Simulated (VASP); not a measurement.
# Si2W (I4/mmm) in VASP: notebook

Runs on Si2W. Level: PBE. Tasks: single point.

Program: VASP 6.6.1. These are calculated values, not measurements. Logs are shortened: lines on timing, memory, paths and dates and some standing lists are left out, and cuts for length are marked.

### Step 1. The cell of the first run

Symmetry: I4/mmm, No. 139, tetragonal system. The conventional cell has a = 3.224 Å, b = 3.224 Å, c = 7.856 Å, α = 90.00°, β = 90.00°, γ = 90.00°. Si (site symmetry 4mm) has 9 Si at 2.60 to 3.22 Å and 5 W at 2.62 to 2.63 Å within 3.4 Å. Within 3.5 Å of W (site symmetry 4/mmm) lie 10 Si at 2.62 to 2.63 Å and 4 W at 3.22 Å.

### Step 2. Single point, PBE

INCAR reads:

```
SYSTEM = Si2W
PREC = Accurate ; ENCUT = 520
EDIFF = 1E-6 ; ISMEAR = -1
SIGMA = 0.05 ; LREAL = .FALSE.
LASPH = .TRUE. ; NELM = 60
ALGO = Normal ; ISIF = 2
LWAVE = .FALSE. ; LCHARG = .TRUE.
GGA = PE ; LELF = .TRUE.
LVHAR = .TRUE. ; NBANDS = 18
```

KPOINTS reads:

```
Automatic mesh
0
G
  13 13 13
  0 0 0
```

POSCAR reads:

```
Si2W
1.0
   -1.6122385774      1.6122385774      3.9279565740
    1.6122385774     -1.6122385774      3.9279565740
    1.6122385774      1.6122385774     -3.9279565740
Si W
2 1
Direct
    0.3347000000      0.3347000000      0.0000000000
    0.6653000000      0.6653000000      0.0000000000
    0.0000000000      0.0000000000      0.0000000000
```

Potentials or basis: VASP PAW PBE potentials, release 64 (Si, W_sv).

Command:

```console
$ cat potpaw_PBE.64/Si/POTCAR potpaw_PBE.64/W_sv/POTCAR > POTCAR
$ mpirun -np 1 vasp_std > vasp.out
```

OUTCAR:

```text
SYSTEM = Si2W
   PREC = Accurate
   ENCUT = 520
   EDIFF = 1E-6
   ISMEAR = -1
   LREAL = .FALSE.
   LASPH = .TRUE.
   NELM = 60
   ISIF = 2
   GGA = PE

 ion  position               nearest neighbor table
   1  0.335  0.335  0.000-   2 2.60   3 2.62   3 2.62   3 2.62   3 2.62   3 2.63   2 2.64   2 2.64
                             2 2.64   2 2.64
   2  0.665  0.665  0.000-   1 2.60   3 2.62   3 2.62   3 2.62   3 2.62   3 2.63   1 2.64   1 2.64
                             1 2.64   1 2.64
   3  0.000  0.000  0.000-   2 2.62   2 2.62   2 2.62   1 2.62   2 2.62   1 2.62   1 2.62   1 2.62
                             1 2.63   2 2.63

  LATTYP: Found a body centered tetragonal cell.
 ALAT       =     3.2244771548
 C/A-ratio  =     2.4363370466

  Lattice vectors:

 A1 = (  -1.6122385774,   1.6122385774,   3.9279565740)
 A2 = (   1.6122385774,  -1.6122385774,   3.9279565740)
 A3 = (   1.6122385774,   1.6122385774,  -3.9279565740)

Analysis of symmetry for initial positions (statically):
=====================================================================
 Subroutine PRICEL returns:
 Original cell was already a primitive cell.

 Routine SETGRP: Setting up the symmetry group for a
 body centered tetragonal supercell.

 Subroutine GETGRP returns: Found 16 space group operations
 (whereof 16 operations were pure point group operations)
 out of a pool of 16 trial point group operations.

The static configuration has the point symmetry D_4h.

Analysis of symmetry for dynamics (positions and initial velocities):
=====================================================================
 Subroutine PRICEL returns:
 Original cell was already a primitive cell.

 Routine SETGRP: Setting up the symmetry group for a
 body centered tetragonal supercell.

 Subroutine GETGRP returns: Found 16 space group operations
 (whereof 16 operations were pure point group operations)
 out of a pool of 16 trial point group operations.

The dynamic configuration has the point symmetry D_4h.

 Subroutine INISYM returns: Found 16 space group operations
 (whereof 16 operations are pure point group operations),
 and found     1 'primitive' translations

----------------------------------------------------------------------------------------

                                     Primitive cell

  volume of cell :      40.8400

  direct lattice vectors                    reciprocal lattice vectors
    -1.612238577  1.612238577  3.927956574     0.000000000  0.310127798  0.127292650
     1.612238577 -1.612238577  3.927956574     0.310127798  0.000000000  0.127292650
     1.612238577  1.612238577 -3.927956574     0.310127798  0.310127798  0.000000000

  length of vectors
     4.541747385  4.541747385  4.541747385     0.335235245  0.335235245  0.438586938

  position of ions in fractional coordinates (direct lattice)
     0.334700000  0.334700000  0.000000000
     0.665300000  0.665300000  0.000000000
     0.000000000  0.000000000  0.000000000

  ion indices of the primitive-cell ions
   primitive index   ion index
                 1           1
                 2           2
                 3           3

----------------------------------------------------------------------------------------

 KPOINTS: Automatic mesh

Automatic generation of k-mesh.
 Grid dimensions read from file:
 generate k-points for:   13   13   13

 Generating k-lattice:

  Cartesian coordinates                     Fractional coordinates (reciprocal lattice)
     0.000000000  0.023855984  0.009791742     0.076923077  0.000000000 -0.000000000
     0.023855984  0.000000000  0.009791742     0.000000000  0.076923077 -0.000000000
     0.023855984  0.023855984  0.000000000     0.000000000  0.000000000  0.076923077

  Length of vectors
     0.025787327  0.025787327  0.033737457

  Shift w.r.t. Gamma in fractional coordinates (k-lattice)
     0.000000000  0.000000000  0.000000000

 Subroutine IBZKPT returns following result:
 ===========================================

 Found    196 irreducible k-points:

 Following reciprocal coordinates:
            Coordinates               Weight
  0.000000  0.000000  0.000000      1.000000
  0.076923  0.000000 -0.000000      8.000000
  0.153846 -0.000000  0.000000      8.000000
  0.230769 -0.000000  0.000000      8.000000
  0.307692 -0.000000  0.000000      8.000000
  0.384615 -0.000000  0.000000      8.000000
[... 16 lines left out ...]
  0.384615  0.153846  0.000000     16.000000
  0.461538  0.153846  0.000000     16.000000
 [... further k-points ...]
   k-points           NKPTS =    196   k-points in BZ     NKDIM =    196   number of bands    NBANDS=     18
   number of dos      NEDOS =    301   number of ions     NIONS =      3
   total plane-waves  NPLWV =  46656
   dimension x,y,z NGX =    36 NGY =   36 NGZ =   36
   dimension x,y,z NGXF=    72 NGYF=   72 NGZF=   72
   ions per type =               2   1
   NGX,Y,Z   is equivalent  to a cutoff of  13.18, 13.18, 13.18 a.u.
   NGXF,Y,Z  is equivalent  to a cutoff of  26.35, 26.35, 26.35 a.u.
 SYSTEM =  Si2W
   PREC   = accura    normal or accurate (medium, high low for compatibility)
   ISTART =      0    job   : 0-new  1-cont  2-samecut
   ICHARG =      2    charge: 1-file 2-atom 10-const
   ISPIN  =      1    spin polarized calculation?
   LNONCOLLINEAR =      F non collinear calculations
   LSORBIT =      F    spin-orbit coupling
   LASPH  =      T    aspherical Exc in radial PAW
   ENCUT  =  520.0 eV  38.22 Ry    6.18 a.u.   8.44  8.44  8.44*2*pi/ulx,y,z
   NELM   =     60;   NELMIN=  2; NELMDL= -5     # of ELM steps
   EDIFF  = 0.1E-05   stopping-criterion for ELM
   LREAL  =      F    real-space projection
   EDIFFG = 0.1E-04   stopping-criterion for IOM
   NSW    =      0    number of steps for IOM
   IBRION =     -1    ionic relax: 0-MD 1-quasi-New 2-CG
   NFREE  =      0    steps in history (QN), initial steepest desc. (CG)
   ISIF   =      2    stress and relaxation
   ISYM   =      2    0-nonsym 1-usesym 2-fastsym
   POTIM  = 0.5000    time-step for ionic-motion
   TEBEG  =    0.0;   TEEND  =   0.0 temperature during run
   PSTRESS=    0.0 pullay stress
   NELECT =      22.0000    total number of electrons
   NUPDOWN=      -1.0000    fix difference up-down
   EMIN   =  10.00;   EMAX   =-10.00  energy-range for DOS
   EFERMI =   0.00;   METHOD = LEGACY
   ISMEAR =    -1;   SIGMA  =   0.05  broadening in eV -4-tet -1-fermi 0-gaus
   EFERMI_NEDOS =   21; number of points for ismear=-14 and -15
   IALGO  =     38    algorithm
   IMIX   =      4    mixing-type and parameters
     AMIX     =   0.40;   BMIX     =  1.00
     AMIX_MAG =   1.60;   BMIX_MAG =  1.00
  volume/ion in A,a.u.               =      13.61        91.87
  Fermi-wavevector in a.u.,A,eV,Ry     =   1.332050  2.517210 24.141607  1.774358
  Thomas-Fermi vector in A             =   2.461015
   LORBIT       =      0    0 simple, 1 ext, 2 COOP (PROOUT), +10 PAW based schemes
   GGA     = PE    functional components
[... 5 lines left out ...]
 non-spin polarized calculation
  energy-cutoff  :      520.00
  volume of cell :       40.84
 maximum number of plane-waves:      1130
 NGX is ok and might be reduce to    36
   NGX = 17   NGY = 17   NGZ = 17

 number of electron      22.0000000 magnetization

 Free energy of the ion-electron system (eV)
  ---------------------------------------------------
  ext. energy  EPLUGINS =         0.00000000
  ---------------------------------------------------
  free energy    TOTEN  =       -24.81533094 eV

  energy without entropy =      -24.81368157  energy(sigma->0) =      -24.81450625

 E-fermi :  11.8363     XC(G=0): -12.4811

 val. band max:       11.8011172192   @ k =  -0.3846  -0.4615   0.3846
 cond. band min:      11.8859172894   @ k =  -0.3846  -0.4615   0.3077
 fundamental gap:      0.0848000702
 Fermi energy:        11.8363132879

 k-point     1 :       0.0000    0.0000    0.0000
  band No.  band energies     occupation
      1     -62.0571      2.00000
      2     -26.3067      2.00000
      3     -26.2938      2.00000
      4     -26.2938      2.00000
      5      -2.1769      2.00000
      6       5.0277      2.00000
[... 10 lines left out ...]
     17      17.4486      0.00000
     18      17.4486      0.00000

 k-point     2 :       0.0769    0.0000   -0.0000
  band No.  band energies     occupation
      1     -62.0567      2.00000
      2     -26.3061      2.00000
      3     -26.3056      2.00000
      4     -26.2927      2.00000
      5      -2.0649      2.00000
      6       5.0336      2.00000
[... 10 lines left out ...]
     17      17.4608      0.00000
     18      17.8584      0.00000

 k-point     3 :       0.1538   -0.0000    0.0000
  band No.  band energies     occupation
      1     -62.0556      2.00000
      2     -26.3394      2.00000
      3     -26.3033      2.00000
      4     -26.2897      2.00000
      5      -1.7334      2.00000
      6       5.0131      2.00000
[... 10 lines left out ...]
     17      17.6846      0.00000
     18      18.8021      0.00000

 k-point     4 :       0.2308   -0.0000    0.0000
  band No.  band energies     occupation
      1     -62.0540      2.00000
      2     -26.3863      2.00000
      3     -26.2997      2.00000
      4     -26.2854      2.00000
      5      -1.1961      2.00000
      6       4.8209      2.00000
[... 375 lines left out ...]
      4     -26.2932      2.00000
      5       0.1176      2.00000
      6       3.9640      2.00000
[... 10 lines left out ...]
     17      18.8651      0.00000
     18      20.0540      0.00000

 k-point    23 :       0.3846    0.1538    0.0000
  band No.  band energies     occupation
      1     -62.0493      2.00000
      2     -26.4702      2.00000
      3     -26.3207      2.00000
      4     -26.2894      2.00000
      5       0.9756      2.00000
      6       3.3068      2.00000
[... 10 lines left out ...]
     17      19.0547      0.00000
     18      20.2400      0.00000

 k-point    24 :       0.4615    0.1538    0.0000
  band No.  band energies     occupation
      1     -62.0485      2.00000
      2     -26.4926      2.00000
      3     -26.3182      2.00000
      4     -26.2868      2.00000
      5       1.9156      2.00000
      6       2.3909      2.00000
[... 10 lines left out ...]
     17      19.1791      0.00000
     18      20.4521      0.00000

 [... further k-points ...]
[... 5 lines left out ...]
  --------------------------------------------------------------------------------------
  -------------------------------------------------------------------------------------
  Total        0.2579540      0.2579540      0.2863345      0.0000000      0.0000000      0.0000000
  in kB       10.1196971     10.1196971     11.2330843      0.0000000      0.0000000      0.0000000
  external PRESSURE =      10.4908262 kB  Pullay stress =       0.0000000 kB

 VOLUME and BASIS-vectors are now :
 -----------------------------------------------------------------------------
  energy-cutoff  :      520.00
  volume of cell :       40.84
      direct lattice vectors                 reciprocal lattice vectors
    -1.612238577  1.612238577  3.927956574     0.000000000  0.310127798  0.127292650
     1.612238577 -1.612238577  3.927956574     0.310127798  0.000000000  0.127292650
     1.612238577  1.612238577 -3.927956574     0.310127798  0.310127798  0.000000000

 POSITION                                       TOTAL-FORCE (eV/Angst)
 -----------------------------------------------------------------------------------
      0.00000      0.00000      2.62937         0.000000      0.000000     -0.040437
      0.00000      0.00000      5.22654        -0.000000     -0.000000      0.040437
      0.00000      0.00000      0.00000        -0.000000     -0.000000     -0.000000
 -----------------------------------------------------------------------------------
    total drift:                               -0.000000     -0.000000      0.000000

  FREE ENERGIE OF THE ION-ELECTRON SYSTEM (eV)
  ---------------------------------------------------
  free  energy   TOTEN  =       -24.8153309406 eV

  energy  without entropy=      -24.8136815664  energy(sigma->0) =      -24.81450625
```

Run time: 79 s. Hardware: 1 thread of Intel Xeon 6975P-C (Granite Rapids), shared host; peak memory 0.3 GiB.

What came out:

```yaml
Free_energy: -24.8153 eV
Pressure: 1.0 GPa
Largest_force: 0.040 eV/Å
Band_gap_on_the_k_mesh: zero (bands 11 and 12 overlap by 1.18 eV)
```

Forces in eV/Å, atoms in the order of the input:
```
Si   0.000  0.000 -0.040
Si   0.000  0.000  0.040
W    0.000  0.000  0.000
```

Levels at points of the mesh, in eV from the Fermi level:
| k point | band 8 | band 9 | band 10 | band 11 | band 12 | band 13 | band 14 | band 15 |
| --- | --- | --- | --- | --- | --- | --- | --- | --- |
| (0.00, 0.00, 0.00) | -3.29 | -2.83 | -2.83 | 0.58 | 2.66 | 2.95 | 3.02 | 3.02 |

Caveat: spin-orbit coupling is left out, which moves the levels of the heavy elements.

### Step 3. Single point, PBE

This run uses another cell than the first one, of 14.02 Å³/atom.

INCAR reads:

```
SYSTEM = Si2W
PREC     = Accurate       ! precision mode
ENCUT    = 520            ! plane-wave cutoff, eV
EDIFF    = 1E-6           ! SCF threshold, eV
ISMEAR   = -1             ! smearing method
SIGMA    = 0.05           ! smearing width, eV
LREAL    = .FALSE.        ! projectors in reciprocal space
LASPH    = .TRUE.         ! aspherical terms in the spheres
NELM     = 100            ! most SCF steps
ALGO     = Normal         ! electronic algorithm
ISIF     = 2              ! what is computed and relaxed
LWAVE    = .FALSE.        ! write WAVECAR
LCHARG   = .FALSE.        ! write CHGCAR
GGA      = PE             ! functional
NBANDS   = 18             ! bands
```

KPOINTS is that of step 2.

POSCAR reads:

```
Si2W
1.0
   -1.6280458460      1.6280458460      3.9664684080
    1.6280458460     -1.6280458460      3.9664684080
    1.6280458460      1.6280458460     -3.9664684080
Si W
2 1
Direct
    0.3347000000      0.3347000000      0.0000000000
    0.6653000000      0.6653000000      0.0000000000
    0.0000000000      0.0000000000      0.0000000000
```

Potentials or basis: VASP PAW PBE potentials, release 64 (Si, W_sv).

Command:

```console
$ cat potpaw_PBE.64/Si/POTCAR potpaw_PBE.64/W_sv/POTCAR > POTCAR
$ mpirun -np 1 vasp_std > vasp.out
```

It took 85 s on 1 thread of Intel Xeon 6975P-C (Granite Rapids), shared host; peak memory 0.3 GiB.

It converged, with:

```yaml
Free_energy: -24.7997 eV
Pressure: -5.2 GPa
Largest_force: 0.037 eV/Å
Band_gap_on_the_k_mesh: zero (bands 11 and 12 overlap by 1.13 eV)
```

Forces on the atoms (eV/Å):
```
Si   0.000  0.000  0.037
Si   0.000  0.000 -0.037
W    0.000  0.000  0.000
```

Stress tensor (GPa, compression positive):
```
-4.94  0.00  0.00
 0.00 -4.94  0.00
 0.00  0.00 -5.61
```

Levels at points of the mesh, in eV from the Fermi level:
```tsv
k point	band 8	band 9	band 10	band 11	band 12	band 13	band 14	band 15
(0.00, 0.00, 0.00)	-3.15	-2.74	-2.74	0.57	2.49	2.95	2.95	3.06
```

Caveat: the cell stands under tension; spin-orbit coupling is left out, which moves the levels of the heavy elements.

### Step 4. Single point, PBE

This run uses another cell than the first one, of 14.42 Å³/atom.

INCAR reads:

```
PREC = Accurate
ENCUT = 520
EDIFF = 1E-6
ISMEAR = -1
SIGMA = 0.05
LREAL = False
LASPH = True
NELM = 80
ALGO = Normal
ISIF = 2
LWAVE = False
LCHARG = False
GGA = PE
NBANDS = 18
```

KPOINTS reads:

```
regular mesh
0
Gamma
  13 13 13
```

POSCAR reads:

```
Si2W
1.0
   -1.6435519778      1.6435519778      4.0042465713
    1.6435519778     -1.6435519778      4.0042465713
    1.6435519778      1.6435519778     -4.0042465713
Si W
2 1
Direct
    0.3347000000      0.3347000000      0.0000000000
    0.6653000000      0.6653000000      0.0000000000
    0.0000000000      0.0000000000      0.0000000000
```

Command:

```console
$ cat potpaw_PBE.64/Si/POTCAR potpaw_PBE.64/W_sv/POTCAR > POTCAR
$ mpirun -np 1 vasp_std > vasp.out
```

It took 85 s on 1 thread of Intel Xeon 6975P-C (Granite Rapids), shared host; peak memory 0.3 GiB.

It converged, with:

* Free energy: -24.7406 eV
* Pressure: -10.4 GPa
* Largest force: 0.106 eV/Å
* Band gap on the k mesh: zero (bands 11 and 12 overlap by 1.09 eV)

Forces in eV/Å, atoms in the order of the input:
```
Si   0.000  0.000  0.106
Si   0.000  0.000 -0.106
W    0.000  0.000  0.000
```

Stress tensor (GPa, compression positive):
```
-10.01   0.00   0.00
  0.00 -10.01   0.00
  0.00   0.00 -11.30
```

Levels at points of the mesh, in eV from the Fermi level:
```csv
k point,band 7,band 8,band 9,band 10,band 11,band 12,band 13,band 14,band 15,band 16
"(0.00, 0.00, 0.00)",-3.82,-3.00,-2.65,-2.65,0.56,2.34,2.89,2.89,3.17,4.25
```

Caveat: the cell stands under tension; spin-orbit coupling is left out, which moves the levels of the heavy elements.

### Step 5. Overview

| cell | gap on the mesh (eV) | pressure (GPa) | largest force (eV/Å) |
| --- | --- | --- | --- |
| a = 4.542 Å, angles 138.4, 138.4, 60.3°, 3 atoms | none | 1.0 | 0.04 |
| a = 4.586 Å, angles 138.4, 138.4, 60.3°, 3 atoms | none | -5.2 | 0.04 |
| a = 4.630 Å, angles 138.4, 138.4, 60.3°, 3 atoms | none | -10.4 | 0.11 |

Alike in all rows: task single point; level PBE; potentials or basis VASP PAW PBE potentials, release 64 (Si, W_sv); no spin polarisation; k mesh 13 × 13 × 13; cutoff (eV) 520; smearing fermi-dirac 0.05 eV.

Caveats: spin-orbit coupling is left out, which moves the levels of the heavy elements; the cell stands under tension (at least some runs).

Total energies depend on the potentials used, so only differences within one code and one set of settings carry meaning.
